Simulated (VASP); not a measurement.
Wanted: the native input for a VASP 6.6.1 run.

```yaml
Task: single point
Functional: PBE
Potentials_or_basis: VASP PAW PBE potentials, release 64 (Al, B, Sb, P)
Cutoff: 520 eV
k_mesh: 8 × 8 × 8
Occupations: gaussian, width 0.1 eV
Spin: no spin polarisation
Dipole_correction: no
Further_INCAR_settings: ALGO = Normal; EDIFF = 1e-07; NBANDS = 25
```

The structure of Al4BSbP2 lies in POSCAR:

```
Al4BSbP2
1.0
   -2.7915087997      2.7915087997      5.3996213173
    2.7915087997     -2.7915087997      5.3996213173
    2.7915087997      2.7915087997     -5.3996213173
Al B Sb P
4 1 1 2
Direct
    0.0581740714      0.1004916676      0.4539079623
    0.6465837053      0.6042661091      0.5460920377
    0.3957338909      0.9418259286      0.0423175962
    0.8995083324      0.3534162947      0.9576824038
    0.7500000000      0.2500000000      0.5000000000
    0.5000000000      0.5000000000      0.0000000000
    0.2500000000      0.7500000000      0.5000000000
    0.0000000000      0.0000000000      0.0000000000
```

The cell was generated, and may not be a known phase.

These files were run (other wordings do the same):

INCAR

```
SYSTEM = Al4BSbP2
ALGO     = Normal         ! electronic algorithm
EDIFF    = 1E-7           ! SCF threshold, eV
ENCUT    = 520            ! plane-wave cutoff, eV
GGA      = PE             ! functional
ISIF     = 2              ! what is computed and relaxed
ISMEAR   = 0              ! smearing method
LASPH    = .True.         ! aspherical terms in the spheres
LCHARG   = .True.         ! write CHGCAR
LELF     = .True.         ! ELF
LREAL    = .False.        ! projectors in reciprocal space
LVHAR    = .True.       
LWAVE    = .False.        ! write WAVECAR
NBANDS   = 25             ! bands
NELM     = 80             ! most SCF steps
PREC     = Accurate       ! precision mode
SIGMA    = 0.1            ! smearing width, eV
```

KPOINTS

```
k-points
0
Gamma
  8 8 8
  0 0 0
```

Potentials or basis: VASP PAW PBE potentials, release 64 (Al, B, Sb, P).

Launch:

```sh
$ cat potpaw_PBE.64/Al/POTCAR potpaw_PBE.64/B/POTCAR potpaw_PBE.64/Sb/POTCAR potpaw_PBE.64/P/POTCAR > POTCAR
$ mpirun -np 1 vasp_std > vasp.out
```

It gave:

```json
{
  "Pressure": "0.0 GPa",
  "Largest force": "0.019 eV/Å",
  "Band gap on the k mesh": "zero (bands 15 and 16 overlap by 1.07 eV)"
}
```

Caveat: spin-orbit coupling is left out, which moves the levels of the heavy elements.

Run time: 12 min on 1 thread of Intel(R) Xeon(R) Platinum 8488C (Sapphire Rapids), on a shared host, peak memory 0.57 GiB.
